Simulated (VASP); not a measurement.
Wanted: the native input for a VASP 6.6.1 run.

```yaml
Task: single point
Functional: PBE
Potentials_or_basis: VASP PAW PBE potentials, release 64 (Sc_sv)
Cutoff: 520 eV
k_mesh: 14 × 14 × 14
Occupations: fermi-dirac, width 0.08 eV
Spin: no spin polarisation
Dipole_correction: no
Further_INCAR_settings: ALGO = Normal; EDIFF = 1e-06; NBANDS = 18
```

The structure of Sc lies in POSCAR:

```
Sc
1.0
   -1.9840491704      1.9840491704      1.2581065607
    1.9840491704     -1.9840491704      1.2581065607
    1.9840491704      1.9840491704     -1.2581065607
Sc
2
Direct
   -0.3750000000     -0.1250000000     -0.2500000000
    0.3750000000      0.1250000000      0.2500000000
```

This cell differs from its parent crystal: volume scaled by 0.4, partial waves polarizable.

These files were run (other wordings do the same):

INCAR

```
PREC = Accurate
ENCUT = 520
EDIFF = 1E-6
ISMEAR = -1
SIGMA = 0.08
LREAL = False
LASPH = True
NELM = 100
ALGO = Normal
ISIF = 2
LWAVE = False
LCHARG = False
GGA = PE
NBANDS = 18
```

KPOINTS

```
Automatic mesh
0
Gamma
  14 14 14
```

Potentials or basis: VASP PAW PBE potentials, release 64 (Sc_sv).

The run is started by

```sh
$ cat potpaw_PBE.64/Sc_sv/POTCAR > POTCAR
$ mpirun -np 1 vasp_std > vasp.out
```

It gave:

- Pressure: 172.4 GPa
- Band gap on the k mesh: zero (band 11 reaches 13.29 eV, above the bottom of band 12 at 9.79 eV)

Wall time 25 s on 1 thread of Intel(R) Xeon(R) 6975P-C (Granite Rapids), on a shared host, peak memory 0.19 GiB.
